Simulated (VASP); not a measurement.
HfN, 2 atoms in the cell. It takes space group P4/mmm (No. 123, tetragonal). Conventional cell: a = 3.067 Å, b = 3.067 Å, c = 3.458 Å, α = 90.00°, β = 90.00°, γ = 90.00°. Hf (site symmetry 4/mmm) has 4 N at 2.17 Å within 2.9 Å. Within 2.9 Å of N (site symmetry 4/mmm) lie 4 Hf at 2.17 Å. The cell was built from a structure type or drawn by symmetry, and may not be a known phase.

- Program: VASP 6.6.1
- Task: relaxation of cell and atoms
- Functional: PBE
- Potentials or basis: VASP PAW PBE potentials, release 64 (Hf_pv, N)
- Cutoff: 600 eV
- k mesh: 6 × 6 × 6
- Occupations: gaussian, width 0.1 eV
- Spin: no spin polarisation
- Dipole correction: no
- Further INCAR settings: ALGO = Normal; EDIFF = 1e-06; IBRION = 2; EDIFFG = -0.04; NSW = 90; ISIF = 3

Potentials or basis: VASP PAW PBE potentials, release 64 (Hf_pv, N).

The run is started by

```console
$ cat potpaw_PBE.64/Hf_pv/POTCAR potpaw_PBE.64/N/POTCAR > POTCAR
$ mpirun -np 1 vasp_std > vasp.out
```

Hardware: 1 thread of Intel Xeon 8259CL (shared host).

Question: Estimate the wall time of this run.

Answer: Run time: 48 s on 1 thread of Intel Xeon 8259CL, on a shared host, peak memory 0.16 GiB. Counts: scf iterations 32, k points 40, ion steps 4.
